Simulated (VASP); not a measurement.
Here is a VASP 6.6.1 calculation.

The input INCAR:

```
PREC = Accurate ; ENCUT = 520
EDIFF = 1E-6 ; ISMEAR = 0
SIGMA = 0.1 ; LREAL = F
LASPH = T ; NELM = 100
ALGO = Normal ; ISIF = 2
LWAVE = F ; LCHARG = F
GGA = PE ; NBANDS = 13
```

File KPOINTS:

```
regular mesh
0
Gamma
  20 20 20
```

POSCAR

```
BePt
1.0
    0.0000000000      2.2602178107      2.2602178107
    2.2602178107      0.0000000000      2.2602178107
    2.2602178107      2.2602178107      0.0000000000
Be Pt
1 1
Direct
    0.0000000000      0.0000000000      0.0000000000
    0.5000000000      0.5000000000      0.5000000000
```

Potentials or basis: VASP PAW PBE potentials, release 64 (Be, Pt).

Launch:

```console
$ cat potpaw_PBE.64/Be/POTCAR potpaw_PBE.64/Pt/POTCAR > POTCAR
$ mpirun -np 1 vasp_std > vasp.out
```

(1) Estimate the pressure.

(2) Estimate the band gap on the k mesh.

Results:

(1) 18.6 GPa.

(2) zero (bands 6 and 7 overlap by 0.88 eV).

Caveat: the cell stands under pressure; spin-orbit coupling is left out, which moves the levels of the heavy elements.
